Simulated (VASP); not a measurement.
The system is Cd.

```
CELL_PARAMETERS angstrom
2.97887 0.00000 0.00000
-1.48944 2.57978 0.00000
0.00000 0.00000 5.61765
ATOMIC_POSITIONS crystal
Cd 0.33333 0.66667 0.25000
Cd 0.66667 0.33333 0.75000
```

```yaml
Program: VASP 6.6.1
Task: relaxation of cell and atoms
Functional: LDA
Potentials_or_basis: VASP PAW LDA potentials, release 64 (Cd)
Cutoff: 600 eV
k_mesh: 12 × 12 × 6
Occupations: fermi-dirac, width 0.1 eV
Spin: no spin polarisation
```

At the start: pressure -3.9 GPa; volume 21.59 Å³/atom.

Question: How do energy, volume and symmetry change on relaxing?

Answer: Over 9 steps the energy falls by 21.7 meV/atom and the volume is 20.42 Å³/atom (-5.4 %); space group P6_3/mmc (No. 194, to 0.1 Å) before and after.

The path:
| step | energy change (eV) | largest force (eV/Å) | pressure (GPa) | volume (Å³) |
| --- | --- | --- | --- | --- |
| 1 | 0.0000 | 0.0000 | -3.89 | 43.17 |
| 2 | -0.0392 | 0.0000 | 1.36 | 39.97 |
| 3 | -0.0413 | 0.0000 | 0.25 | 40.50 |
| 4 | -0.0427 | 0.0000 | 0.20 | 40.61 |
| 5 | -0.0433 | 0.0000 | 0.19 | 40.72 |
| 6 | -0.0433 | 0.0000 | 0.15 | 40.74 |
| 7 | -0.0433 | 0.0000 | 0.19 | 40.73 |
| 8 | -0.0434 | 0.0000 | -0.03 | 40.90 |
| 9 | -0.0434 | 0.0000 | -0.03 | 40.84 |

Final structure:
```cif
data_structure
_symmetry_space_group_name_H-M 'P 1'
_symmetry_Int_Tables_number 1
_cell_length_a 2.8910
_cell_length_b 2.8910
_cell_length_c 5.6421
_cell_angle_alpha 90.000
_cell_angle_beta 90.000
_cell_angle_gamma 120.000
_cell_volume 40.84
loop_
_atom_site_label
_atom_site_type_symbol
_atom_site_fract_x
_atom_site_fract_y
_atom_site_fract_z
_atom_site_occupancy
Cd1 Cd 0.33333 0.66667 0.25000 1
Cd2 Cd 0.66667 0.33333 0.75000 1
```
